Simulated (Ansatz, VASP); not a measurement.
Two plane-wave programs on Sr

File INCAR:

```
ALGO = Fast
EDIFF = 1E-6
ENCUT = 520
GGA = PE
ISIF = 2
ISMEAR = 0
LASPH = True
LCHARG = False
LREAL = False
LWAVE = False
NBANDS = 11
NELM = 60
PREC = Accurate
SIGMA = 0.05
```

The input KPOINTS:

```
k-points
0
Gamma
  10 10 10
```

File POSCAR:

```
Sr
1.0
    0.0000000000      3.0115487189      3.0115487189
    3.0115487189      0.0000000000      3.0115487189
    3.0115487189      3.0115487189      0.0000000000
Sr
1
Direct
    0.0000000000      0.0000000000      0.0000000000
```

Input for Ansatz:

```yaml
crystal:
  lattice:
    - [0.0, 3.0115487189, 3.0115487189]
    - [3.0115487189, 0.0, 3.0115487189]
    - [3.0115487189, 3.0115487189, 0.0]
  atoms:
    - { symbol: Sr, position: [0.0, 0.0, 0.0] }
basis:
  ecutwfc: 420
  ecutrho_ratio: 4
kpoints:
  mp_grid: { grid: [10, 10, 10] }
hamiltonian:
  xc: pbe
scf:
  occupations: { method: gaussian, width: 0.05 }
output:
  forces: true
  stress: true
  eigenvalues: true
```

Alike in both runs: task single point; functional PBE; k mesh 10 × 10 × 10; occupations gaussian, width 0.05 eV; no spin polarisation.

|  | VASP | Ansatz |
| --- | --- | --- |
| version | VASP 6.6.1 | Ansatz 0.2.0 |
| potentials or method | VASP PAW PBE potentials, release 64 (Sr_sv), cutoff 520 eV | scalar-relativistic, plane waves, PAW |
| valence electrons in the cell | 10 | 10 |

|  | VASP | Ansatz | Ansatz less VASP |
| --- | --- | --- | --- |
| gap on the k mesh at the Fermi level (eV) | none | none | - |
| pressure (GPa) | 0.0 | 0.0 | 0.00 |

A gap of «none» marks a metal or a gap that the smearing closes.
